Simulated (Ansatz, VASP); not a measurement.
# Two plane-wave programs on SiC

INCAR

```
ALGO = Normal
EDIFF = 1E-6
ENCUT = 600
GGA = PE
GGA_COMPAT = F
ISIF = 2
ISMEAR = 0
LASPH = T
LCHARG = F
LREAL = F
LWAVE = F
NBANDS = 26
NELM = 120
PREC = Accurate
SIGMA = 0.05
```

Contents of KPOINTS:

```
k-points
0
Gamma
  10 10 3
```

Contents of POSCAR:

```
SiC
1.0
   -3.0759982064      0.0000000000      0.0000000000
   -1.5379991032     -2.6638925888      0.0000000000
    0.0000000000      0.0000000000     11.0960000000
Si C
4 4
Direct
    0.3333333333      0.3333333333      0.5948323720
    0.3333333333      0.3333333333      0.1398936554
    0.6666666667      0.6666666667      0.8223017304
    0.6666666667      0.6666666667      0.3673630137
    0.3333333333      0.3333333333      0.7699837779
    0.3333333333      0.3333333333      0.3150450613
    0.6666666667      0.6666666667      0.0875757030
    0.6666666667      0.6666666667      0.5425144196
```

Input for Ansatz:

```yaml
crystal:
  lattice:
    - [-3.0759982064, 0.0, 0.0]
    - [-1.5379991032, -2.6638925888, 0.0]
    - [0.0, 0.0, 11.096]
  atoms:
    - { symbol: Si, position: [0.3333333333, 0.3333333333, 0.594832372] }
    - { symbol: Si, position: [0.3333333333, 0.3333333333, 0.1398936554] }
    - { symbol: Si, position: [0.6666666667, 0.6666666667, 0.8223017304] }
    - { symbol: Si, position: [0.6666666667, 0.6666666667, 0.3673630137] }
    - { symbol: C, position: [0.3333333333, 0.3333333333, 0.7699837779] }
    - { symbol: C, position: [0.3333333333, 0.3333333333, 0.3150450613] }
    - { symbol: C, position: [0.6666666667, 0.6666666667, 0.087575703] }
    - { symbol: C, position: [0.6666666667, 0.6666666667, 0.5425144196] }
basis:
  ecutwfc: 420
kpoints:
  mp_grid: { grid: [10, 10, 3] }
hamiltonian:
  xc: pbe
scf:
  occupations: { method: gaussian, width: 0.05 }
output:
  forces: true
  stress: true
  eigenvalues: true
```

Alike in both runs: task single point; functional PBE; k mesh 10 × 10 × 3; occupations gaussian, width 0.05 eV; no spin polarisation.

|  | VASP | Ansatz |
| --- | --- | --- |
| version | VASP 6.6.1 | Ansatz 0.2.0 |
| potentials or method | VASP PAW PBE potentials, release 64 (Si, C), cutoff 600 eV | scalar-relativistic, plane waves, PAW |
| valence electrons in the cell | 32 | 32 |

|  | VASP | Ansatz | Ansatz less VASP |
| --- | --- | --- | --- |
| gap on the k mesh at the Fermi level (eV) | 1.05 | 1.05 | -0.002 |
| least direct gap on the mesh (eV) | 1.91 | 1.91 | -0.003 |
| pressure (GPa) | -0.7 | -0.6 | +0.17 |
| traceless stress, the component that is largest in VASP (GPa) | -10.51 | -10.45 | +0.065 |
| rms of the force components (eV/Å) | 0.542 | 0.544 | +0.0020 |

Atom by atom the forces differ by 0.004 eV/Å (rms over components). The functional is the same, so the differences come from potentials, cutoffs and numerics.
